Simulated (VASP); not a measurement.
# Cl (Pm-3n) in VASP: single point with r2SCAN

Aim: the single point of Cl with r2SCAN.

Program: VASP 6.6.1. These are calculated values, not measurements. Logs are shortened: lines on timing, memory, paths and dates and some standing lists are left out, and cuts for length are marked.

## Step 1: The cell of the first run

The structure is cubic, space group Pm-3n (No. 223). The conventional cell has a = 5.469 Å, b = 5.469 Å, c = 5.469 Å, α = 90.00°, β = 90.00°, γ = 90.00°. Within 4.0 Å of Cl (site symmetry m-3) lie 12 Cl at 3.06 Å. Within 3.6 Å of Cl (site symmetry -4m2) lie 14 Cl at 2.73 to 3.35 Å.

## Step 2: Single point, r2SCAN

The input, POSCAR:

```
Cl
1.0
    5.4689013427      0.0000000000      0.0000000000
    0.0000000000      5.4689013427      0.0000000000
    0.0000000000      0.0000000000      5.4689013427
Cl
8
Direct
    0.5000000000      0.5000000000      0.5000000000
    0.0000000000      0.0000000000      0.0000000000
    0.2500000000      0.0000000000      0.5000000000
    0.5000000000      0.2500000000      0.0000000000
    0.5000000000      0.7500000000      0.0000000000
    0.7500000000      0.0000000000      0.5000000000
    0.0000000000      0.5000000000      0.7500000000
    0.0000000000      0.5000000000      0.2500000000
```

The input, INCAR.step1:

```
SYSTEM = Cl
PREC = Accurate
ENCUT = 520
ISMEAR = 0
SIGMA = 0.1
LREAL = .False.
LASPH = .True.
NELM = 100
NBANDS = 38
GGA = PE
ALGO = Normal
EDIFF = 1E-4
LWAVE = .True.
LCHARG = .False.
```

The input, INCAR.step2:

```
SYSTEM = Cl
PREC = Accurate
ENCUT = 520
EDIFF = 1E-6
ISMEAR = 0
SIGMA = 0.1
LREAL = .False.
LASPH = .True.
NELM = 100
ALGO = Normal
ISIF = 2
LWAVE = .False.
LCHARG = .False.
METAGGA = R2SCAN
LMIXTAU = .True.
NBANDS = 38
ISTART = 1
```

The input, KPOINTS:

```
regular mesh
0
Gamma
  8 8 8
  0 0 0
```

Potentials or basis: VASP PAW PBE potentials, release 64 (Cl).

Command:

```sh
> cat potpaw_PBE.64/Cl/POTCAR > POTCAR
> cp INCAR.step1 INCAR
> mpirun -np 1 vasp_std > vasp.out
> cp INCAR.step2 INCAR
> mpirun -np 1 vasp_std > vasp.out
```

OUTCAR:

```text
SYSTEM = Cl
   PREC = Accurate
   ENCUT = 520
   EDIFF = 1E-6
   ISMEAR = 0
   LREAL = .False.
   LASPH = .True.
   NELM = 100
   ISIF = 2
   METAGGA = R2SCAN
   ISTART = 1

 ion  position               nearest neighbor table
   1  0.500  0.500  0.500-
   2  0.000  0.000  0.000-
   3  0.250  0.000  0.500-
   4  0.500  0.250  0.000-
   5  0.500  0.750  0.000-
   6  0.750  0.000  0.500-
   7  0.000  0.500  0.750-
   8  0.000  0.500  0.250-

  LATTYP: Found a simple cubic cell.
 ALAT       =     5.4689013427

  Lattice vectors:

 A1 = (   5.4689013427,   0.0000000000,   0.0000000000)
 A2 = (   0.0000000000,   5.4689013427,   0.0000000000)
 A3 = (   0.0000000000,   0.0000000000,   5.4689013427)

Analysis of symmetry for initial positions (statically):
=====================================================================
 Subroutine PRICEL returns:
 Original cell was already a primitive cell.

 Routine SETGRP: Setting up the symmetry group for a
 simple cubic supercell.

 Subroutine GETGRP returns: Found 48 space group operations
 (whereof 24 operations were pure point group operations)
 out of a pool of 48 trial point group operations.

The static configuration has the point symmetry T_h .
 The point group associated with its full space group is O_h .

Analysis of symmetry for dynamics (positions and initial velocities):
=====================================================================
 Subroutine PRICEL returns:
 Original cell was already a primitive cell.

 Routine SETGRP: Setting up the symmetry group for a
 simple cubic supercell.

 Subroutine GETGRP returns: Found 48 space group operations
 (whereof 24 operations were pure point group operations)
 out of a pool of 48 trial point group operations.

The dynamic configuration has the point symmetry T_h .
 The point group associated with its full space group is O_h .

 Subroutine INISYM returns: Found 48 space group operations
 (whereof 24 operations are pure point group operations),
 and found     1 'primitive' translations

----------------------------------------------------------------------------------------

                                     Primitive cell

  volume of cell :     163.5687

  direct lattice vectors                    reciprocal lattice vectors
     5.468901343  0.000000000  0.000000000     0.182852083  0.000000000  0.000000000
     0.000000000  5.468901343  0.000000000     0.000000000  0.182852083  0.000000000
     0.000000000  0.000000000  5.468901343     0.000000000  0.000000000  0.182852083

  length of vectors
     5.468901343  5.468901343  5.468901343     0.182852083  0.182852083  0.182852083

  position of ions in fractional coordinates (direct lattice)
     0.500000000  0.500000000  0.500000000
     0.000000000  0.000000000  0.000000000
     0.250000000  0.000000000  0.500000000
     0.500000000  0.250000000  0.000000000
     0.500000000  0.750000000  0.000000000
     0.750000000  0.000000000  0.500000000
     0.000000000  0.500000000  0.750000000
     0.000000000  0.500000000  0.250000000

  ion indices of the primitive-cell ions
   primitive index   ion index
                 1           1
                 2           2
                 3           3
                 4           4
                 5           5
                 6           6
                 7           7
                 8           8

----------------------------------------------------------------------------------------

 KPOINTS: regular mesh

Automatic generation of k-mesh.
 Grid dimensions read from file:
 generate k-points for:    8    8    8

 Generating k-lattice:

  Cartesian coordinates                     Fractional coordinates (reciprocal lattice)
     0.022856510  0.000000000  0.000000000     0.125000000  0.000000000  0.000000000
     0.000000000  0.022856510  0.000000000     0.000000000  0.125000000  0.000000000
     0.000000000  0.000000000  0.022856510     0.000000000  0.000000000  0.125000000

  Length of vectors
     0.022856510  0.022856510  0.022856510

  Shift w.r.t. Gamma in fractional coordinates (k-lattice)
     0.000000000  0.000000000  0.000000000

 Subroutine IBZKPT returns following result:
 ===========================================

 Found     35 irreducible k-points:

 Following reciprocal coordinates:
            Coordinates               Weight
  0.000000  0.000000  0.000000      1.000000
  0.125000  0.000000  0.000000      6.000000
  0.250000  0.000000  0.000000      6.000000
  0.375000  0.000000  0.000000      6.000000
  0.500000  0.000000  0.000000      3.000000
  0.125000  0.125000  0.000000     12.000000
[... 16 lines left out ...]
  0.375000  0.375000  0.125000     24.000000
  0.500000  0.375000  0.125000     24.000000
 [... further k-points ...]
   k-points           NKPTS =     35   k-points in BZ     NKDIM =     35   number of bands    NBANDS=     38
   number of dos      NEDOS =    301   number of ions     NIONS =      8
   total plane-waves  NPLWV =  74088
   dimension x,y,z NGX =    42 NGY =   42 NGZ =   42
   dimension x,y,z NGXF=    84 NGYF=   84 NGZF=   84
   ions per type =               8
   NGX,Y,Z   is equivalent  to a cutoff of  12.77, 12.77, 12.77 a.u.
   NGXF,Y,Z  is equivalent  to a cutoff of  25.53, 25.53, 25.53 a.u.
 SYSTEM =  Cl
   PREC   = accura    normal or accurate (medium, high low for compatibility)
   ISTART =      1    job   : 0-new  1-cont  2-samecut
   ICHARG =      0    charge: 1-file 2-atom 10-const
   ISPIN  =      1    spin polarized calculation?
   LNONCOLLINEAR =      F non collinear calculations
   LSORBIT =      F    spin-orbit coupling
   LASPH  =      T    aspherical Exc in radial PAW
   ENCUT  =  520.0 eV  38.22 Ry    6.18 a.u.  10.17 10.17 10.17*2*pi/ulx,y,z
   NELM   =    100;   NELMIN=  2; NELMDL=  0     # of ELM steps
   EDIFF  = 0.1E-05   stopping-criterion for ELM
   LREAL  =      F    real-space projection
   EDIFFG = 0.1E-04   stopping-criterion for IOM
   NSW    =      0    number of steps for IOM
   IBRION =     -1    ionic relax: 0-MD 1-quasi-New 2-CG
   NFREE  =      0    steps in history (QN), initial steepest desc. (CG)
   ISIF   =      2    stress and relaxation
   ISYM   =      2    0-nonsym 1-usesym 2-fastsym
   POTIM  = 0.5000    time-step for ionic-motion
   TEBEG  =    0.0;   TEEND  =   0.0 temperature during run
   PSTRESS=    0.0 pullay stress
   NELECT =      56.0000    total number of electrons
   NUPDOWN=      -1.0000    fix difference up-down
   EMIN   =  10.00;   EMAX   =-10.00  energy-range for DOS
   EFERMI =   0.00;   METHOD = LEGACY
   ISMEAR =     0;   SIGMA  =   0.10  broadening in eV -4-tet -1-fermi 0-gaus
   EFERMI_NEDOS =   21; number of points for ismear=-14 and -15
   IALGO  =     38    algorithm
   IMIX   =      4    mixing-type and parameters
     AMIX     =   0.40;   BMIX     =  1.00
     AMIX_MAG =   1.60;   BMIX_MAG =  1.00
  volume/ion in A,a.u.               =      20.45       137.98
  Fermi-wavevector in a.u.,A,eV,Ry     =   1.145260  2.164228 17.845679  1.311620
  Thomas-Fermi vector in A             =   2.281949
   LORBIT       =      0    0 simple, 1 ext, 2 COOP (PROOUT), +10 PAW based schemes
   METAGGA = R2SCAN    functional components
   LHFCALC =     F    Hartree Fock is set to
   AEXX    =    0.0000 exact exchange contribution
   IVDW    =     0    specifies the selected vdW correction
   LEPSILON=     F    determine dielectric tensor
   LRPA    =     F    only Hartree local field effects (RPA)
 non-spin polarized calculation
 Gauss-broadening in eV      SIGMA  =   0.10
  energy-cutoff  :      520.00
  volume of cell :      163.57
 maximum number of plane-waves:      4436
 NGX is ok and might be reduce to    42
   NGX = 21   NGY = 21   NGZ = 21

 number of electron      55.9999983 magnetization

 Free energy of the ion-electron system (eV)
  ---------------------------------------------------
  ext. energy  EPLUGINS =         0.00000000
  ---------------------------------------------------
  free energy    TOTEN  =       -42.29478461 eV

  energy without entropy =      -42.24063021  energy(sigma->0) =      -42.26770741

 E-fermi :   1.7515     XC(G=0): -10.2392

 val. band max:        1.7254025798   @ k =   0.5000   0.3750   0.2500
 cond. band min:       1.7550822160   @ k =   0.1250   0.1250   0.1250
 fundamental gap:      0.0296796362
 Fermi energy:         1.7515371398

 k-point     1 :       0.0000    0.0000    0.0000
  band No.  band energies     occupation
      1     -14.5114      2.00000
      2     -13.0851      2.00000
      3     -13.0851      2.00000
      4     -12.7446      2.00000
      5     -12.0182      2.00000
      6     -11.8935      2.00000
[... 30 lines left out ...]
     37      12.9602      0.00000
     38      13.0789      0.00000

 k-point     2 :       0.1250    0.0000    0.0000
  band No.  band energies     occupation
      1     -14.4665      2.00000
      2     -13.1297      2.00000
      3     -13.0526      2.00000
      4     -12.7640      2.00000
      5     -12.0434      2.00000
      6     -11.9270      2.00000
[... 30 lines left out ...]
     37      13.0221      0.00000
     38      13.2115      0.00000

 k-point     3 :       0.2500    0.0000    0.0000
  band No.  band energies     occupation
      1     -14.3346      2.00000
      2     -13.2974      2.00000
      3     -12.9618      2.00000
      4     -12.7640      2.00000
      5     -12.1104      2.00000
      6     -12.0228      2.00000
[... 30 lines left out ...]
     37      13.1928      0.00000
[... 781 lines left out ...]
 k-point    23 :       0.3750    0.3750    0.1250
  band No.  band energies     occupation
      1     -13.7252      2.00000
      2     -13.2556      2.00000
      3     -13.1700      2.00000
      4     -12.6790      2.00000
      5     -12.6023      2.00000
      6     -12.2354      2.00000
[... 30 lines left out ...]
     37      13.3083      0.00000
     38      13.4010      0.00000

 k-point    24 :       0.5000    0.3750    0.1250
  band No.  band energies     occupation
      1     -13.5244      2.00000
      2     -13.4344      2.00000
      3     -13.0712      2.00000
      4     -12.8429      2.00000
      5     -12.5213      2.00000
      6     -12.2780      2.00000
[... 30 lines left out ...]
     37      13.2024      0.00000
     38      13.7273      0.00000

 [... further k-points ...]

------------------------ aborting loop because EDIFF is reached ----------------------------------------

  FORCE on cell =-STRESS in cart. coord.  units (eV):
  Direction    XX          YY          ZZ          XY          YZ          ZX
  --------------------------------------------------------------------------------------
  -------------------------------------------------------------------------------------
  Total       -0.1889443     -0.1889443     -0.1889443     -0.0000000      0.0000000      0.0000000
  in kB       -1.8507348     -1.8507348     -1.8507348     -0.0000000      0.0000000      0.0000000
  external PRESSURE =      -1.8507348 kB  Pullay stress =       0.0000000 kB

 VOLUME and BASIS-vectors are now :
 -----------------------------------------------------------------------------
  energy-cutoff  :      520.00
  volume of cell :      163.57
      direct lattice vectors                 reciprocal lattice vectors
     5.468901343  0.000000000  0.000000000     0.182852083  0.000000000  0.000000000
     0.000000000  5.468901343  0.000000000     0.000000000  0.182852083  0.000000000
     0.000000000  0.000000000  5.468901343     0.000000000  0.000000000  0.182852083

 POSITION                                       TOTAL-FORCE (eV/Angst)
 -----------------------------------------------------------------------------------
      2.73445      2.73445      2.73445         0.000000     -0.000000     -0.000000
      0.00000      0.00000      0.00000         0.000000     -0.000000     -0.000000
      1.36723      0.00000      2.73445        -0.000000      0.000000      0.000000
      2.73445      1.36723      0.00000        -0.000000      0.000000     -0.000000
      2.73445      4.10168      0.00000         0.000000     -0.000000      0.000000
      4.10168      0.00000      2.73445         0.000000      0.000000      0.000000
      0.00000      2.73445      4.10168         0.000000      0.000000     -0.000000
      0.00000      2.73445      1.36723         0.000000     -0.000000      0.000000
 -----------------------------------------------------------------------------------
    total drift:                                0.000000     -0.000000     -0.000000

  FREE ENERGIE OF THE ION-ELECTRON SYSTEM (eV)
  ---------------------------------------------------
  free  energy   TOTEN  =       -42.2947846126 eV

  energy  without entropy=      -42.2406302144  energy(sigma->0) =      -42.26770741
```

It took 4.5 min on 1 thread of Intel Xeon 6975P-C (Granite Rapids), shared host; peak memory 0.35 GiB.

What came out:

```
Free energy            : -42.2948 eV
Pressure               : -0.2 GPa
Band gap on the k mesh : zero (band 28 reaches 1.99 eV, above the bottom of band 29 at 1.15 eV)
```

Levels at points of the mesh, in eV from the Fermi level:
| k point | band 26 | band 27 | band 28 | band 29 | band 30 | band 31 |
| --- | --- | --- | --- | --- | --- | --- |
| (0.00, 0.00, 0.00) | -0.30 | 0.20 | 0.20 | 0.20 | 1.52 | 1.52 |
| (0.50, 0.00, 0.00) | -0.53 | 0.22 | 0.22 | 0.34 | 0.34 | 1.45 |
| (0.50, 0.50, 0.00) | -0.47 | -0.42 | -0.33 | -0.32 | 0.35 | 0.35 |
| (0.50, 0.50, 0.50) | -0.95 | -0.60 | -0.60 | -0.60 | -0.60 | -0.60 |

Caveat: the PAW data sets were made with another functional, which shifts forces and pressure a little.
